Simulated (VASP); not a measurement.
Here is a VASP 6.6.1 calculation.

File INCAR:

```
SYSTEM = In2O3
PREC = Accurate
ENCUT = 520
EDIFF = 1E-6
ISMEAR = 0
SIGMA = 0.05
LREAL = .False.
LASPH = .True.
NELM = 60
ALGO = Normal
ISIF = 2
LWAVE = .False.
LCHARG = .True.
GGA = PE
LELF = .True.
LVHAR = .True.
NBANDS = 55
```

File KPOINTS:

```
Automatic mesh
0
Gamma
  6 6 6
  0 0 0
```

The input POSCAR:

```
In2O3
1.0
    2.6481500000      1.5289101154      4.6725000000
   -2.6481500000      1.5289101154      4.6725000000
    0.0000000000     -3.0578202307      4.6725000000
In O
4 6
Direct
    0.3572021370      0.3572021370      0.3572021370
    0.1427978630      0.1427978630      0.1427978630
    0.6427978630      0.6427978630      0.6427978630
    0.8572021370      0.8572021370      0.8572021370
    0.5465056545      0.9534943455      0.2500000000
    0.2500000000      0.5465056545      0.9534943455
    0.9534943455      0.2500000000      0.5465056545
    0.4534943455      0.0465056545      0.7500000000
    0.7500000000      0.4534943455      0.0465056545
    0.0465056545      0.7500000000      0.4534943455
```

Potentials or basis: VASP PAW PBE potentials, release 64 (In_d, O).

Launch:

```bash
$ cat potpaw_PBE.64/In_d/POTCAR potpaw_PBE.64/O/POTCAR > POTCAR
$ mpirun -np 1 vasp_std > vasp.out
```

Task: Predict the largest force.

Result: 0.365 eV/Å.

Task: What does it give for the band gap on the k mesh?

Result: 1.97 eV, direct.

Forces in eV/Å, atoms in the order of the input:
```
In   0.000  0.000  0.365
In   0.000  0.000 -0.365
In   0.000  0.000 -0.365
In   0.000  0.000  0.365
O   -0.031  0.000  0.000
O    0.016 -0.027  0.000
O    0.016  0.027  0.000
O    0.031  0.000  0.000
O   -0.016  0.027  0.000
O   -0.016 -0.027  0.000
```

Caveat: spin-orbit coupling is left out, which moves the levels of the heavy elements. As with any semilocal functional, this PBE gap is likely too small.
